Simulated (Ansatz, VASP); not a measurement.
**InAs in VASP and in Ansatz**

```
In As
1.0
     0.00000    3.09338    3.04698
     3.09338    0.00000    3.04698
     3.09338    3.09338    0.00000
In As
1 1
Cartesian
  0.0000 0.0000 0.0000
  4.6401 4.6401 4.5705
```

Change from the starting cell: strain +0.000 along x and y, -0.015 along z, atoms carried along.

Alike in both runs: task single point; functional PBE; k mesh 16 × 16 × 16; occupations gaussian, width 0.15 eV; no spin polarisation.

|  | VASP | Ansatz |
| --- | --- | --- |
| version | VASP 6.6.1 | Ansatz 0.2.0 |
| potentials or method | VASP PAW PBE potentials, release 64 (In_d, As), cutoff 520 eV | scalar-relativistic, plane waves, PAW |
| valence electrons in the cell | 18 | 28 |

```tsv
	VASP	Ansatz	Ansatz less VASP
pressure (GPa)	0.8	0.7	-0.05
traceless stress, the component that is largest in VASP (GPa)	0.32	0.32	0.000
```

VASP's potentials hold 18 valence electrons a cell and Ansatz's 28, so a difference there can come from the potentials and not from the codes.
